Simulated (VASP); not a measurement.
Ru, 12 atoms in the cell. The cell holds a slab with vacuum, 12 atoms: a = 5.400 Å, b = 5.400 Å, c = 15.277 Å, α = 90.00°, β = 90.00°, γ = 60.00°. 

* Program: VASP 6.6.1
* Task: single point
* Functional: PBEsol
* Potentials or basis: VASP PAW PBE potentials, release 64 (Ru_pv)
* Cutoff: 520 eV
* k mesh: 2 × 2 × 1
* Occupations: fermi-dirac, width 0.1 eV
* Spin: no spin polarisation
* Dipole correction: no
* Further INCAR settings: ALGO = Normal; EDIFF = 1e-07; NBANDS = 96

Potentials or basis: VASP PAW PBE potentials, release 64 (Ru_pv).

Command:

```bash
$ cat potpaw_PBE.64/Ru_pv/POTCAR > POTCAR
$ mpirun -np 1 vasp_std > vasp.out
```

Hardware: 1 thread of Intel(R) Xeon(R) Platinum 8259CL CPU @ 2.50GHz (Skylake/Cascade Lake) (shared host).

Problem. How long does it take, and how much memory?

Solution. It took 13 min on 1 thread of Intel(R) Xeon(R) Platinum 8259CL CPU @ 2.50GHz (Skylake/Cascade Lake), with other jobs on the host, peak memory 0.48 GiB. Counts: scf iterations 31, k points 4.
